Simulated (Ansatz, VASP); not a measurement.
Zr3S2: VASP beside Ansatz

Contents of INCAR:

```
SYSTEM = Zr3S2
PREC     = Accurate       ! precision mode
ENCUT    = 520            ! plane-wave cutoff, eV
EDIFF    = 1E-6           ! SCF threshold, eV
ISMEAR   = 0              ! smearing method
SIGMA    = 0.1            ! smearing width, eV
LREAL    = .False.        ! projectors in reciprocal space
LASPH    = .True.         ! aspherical terms in the spheres
NELM     = 100            ! most SCF steps
ALGO     = Normal         ! electronic algorithm
ISIF     = 2              ! what is computed and relaxed
LWAVE    = .False.        ! write WAVECAR
LCHARG   = .False.        ! write CHGCAR
GGA      = PE             ! functional
NBANDS   = 32             ! bands
```

The input KPOINTS:

```
regular mesh
0
Gamma
  6 6 4
  0 0 0
```

The input POSCAR:

```
Zr3S2
1.0
    4.7007047800      0.0000000000      0.0000000000
   -2.3503523900      4.0709297600      0.0000000000
    0.0000000000      0.0000000000      6.2995596500
Zr S
3 2
Direct
    0.3333333300      0.6666666700      0.5000000000
    0.6666666700      0.3333333300      0.5000000000
    0.0000000000      0.0000000000      0.0000000000
    0.3333333300      0.6666666700      0.0000000000
    0.6666666700      0.3333333300      0.0000000000
```

Input for Ansatz:

```yaml
crystal:
  lattice:
    - [4.70070478, 0.0, 0.0]
    - [-2.35035239, 4.07092976, 0.0]
    - [0.0, 0.0, 6.29955965]
  atoms:
    - { symbol: Zr, position: [0.33333333, 0.66666667, 0.5] }
    - { symbol: Zr, position: [0.66666667, 0.33333333, 0.5] }
    - { symbol: Zr, position: [0.0, 0.0, 0.0] }
    - { symbol: S, position: [0.33333333, 0.66666667, 0.0] }
    - { symbol: S, position: [0.66666667, 0.33333333, 0.0] }
basis:
  ecutwfc: 420
kpoints:
  mp_grid: { grid: [6, 6, 4] }
hamiltonian:
  xc: pbe
scf:
  occupations: { method: gaussian, width: 0.1 }
  lower_state_search: "off"
output:
  forces: true
  stress: true
  eigenvalues: true
```

Alike in both runs: task single point; functional PBE; k mesh 6 × 6 × 4; occupations gaussian, width 0.1 eV; no spin polarisation.

|  | VASP | Ansatz |
| --- | --- | --- |
| version | VASP 6.6.1 | Ansatz 0.2.0 |
| potentials or method | VASP PAW PBE potentials, release 64 (Zr_sv, S), cutoff 520 eV | scalar-relativistic, plane waves, PAW |
| valence electrons in the cell | 48 | 48 |

Ansatz gave:

- gap on the k mesh at the Fermi level (eV): none
- pressure (GPa): -4.2
- traceless stress, the component that is largest in VASP (GPa): -16.74

Question: Which values does VASP return?

Answer: gap on the k mesh at the Fermi level (eV): none; pressure (GPa): -4.2; traceless stress, the component that is largest in VASP (GPa): -16.79.

A gap of «none» marks a metal or a gap that the smearing closes. The functional is the same, so the differences come from potentials, cutoffs and numerics.
